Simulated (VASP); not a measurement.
Input of a VASP 6.6.1 run:

The input INCAR:

```
SYSTEM = AlP5
PREC     = Accurate       ! precision mode
ENCUT    = 500            ! plane-wave cutoff, eV
EDIFF    = 1E-6           ! SCF threshold, eV
ISMEAR   = 0              ! smearing method
SIGMA    = 0.1            ! smearing width, eV
LREAL    = .FALSE.        ! projectors in reciprocal space
LASPH    = .TRUE.         ! aspherical terms in the spheres
NELM     = 120            ! most SCF steps
ALGO     = Normal         ! electronic algorithm
ISIF     = 2              ! what is computed and relaxed
LWAVE    = .FALSE.        ! write WAVECAR
LCHARG   = .FALSE.        ! write CHGCAR
GGA      = PE             ! functional
NBANDS   = 23             ! bands
GGA_COMPAT= .FALSE.
```

File KPOINTS:

```
regular mesh
0
G
  4 4 4
  0 0 0
```

POSCAR

```
AlP5
1.0
    0.0000000000      3.9856235800      3.9856235800
    3.9856235800      0.0000000000      3.9856235800
    3.9856235800      3.9856235800      0.0000000000
Al P
1 5
Direct
    0.0000000000      0.0000000000      0.0000000000
    0.2500000000      0.2500000000      0.2500000000
    0.1295901500      0.6234699500      0.6234699500
    0.6234699500      0.6234699500      0.6234699500
    0.6234699500      0.6234699500      0.1295901500
    0.6234699500      0.1295901500      0.6234699500
```

Potentials or basis: VASP PAW PBE potentials, release 64 (Al, P).

Run with:

```bash
$ cat potpaw_PBE.64/Al/POTCAR potpaw_PBE.64/P/POTCAR > POTCAR
$ mpirun -np 1 vasp_std > vasp.out
```

Predict the largest force.

0.307 eV/Å.

What does it give for the band gap on the k mesh?

Zero (band 14 reaches 5.27 eV, above the bottom of band 15 at 3.92 eV).

Forces on the atoms (eV/Å):
```
Al   0.000  0.000  0.000
P    0.000  0.000  0.000
P   -0.177  0.177  0.177
P   -0.177 -0.177 -0.177
P    0.177  0.177 -0.177
P    0.177 -0.177  0.177
```
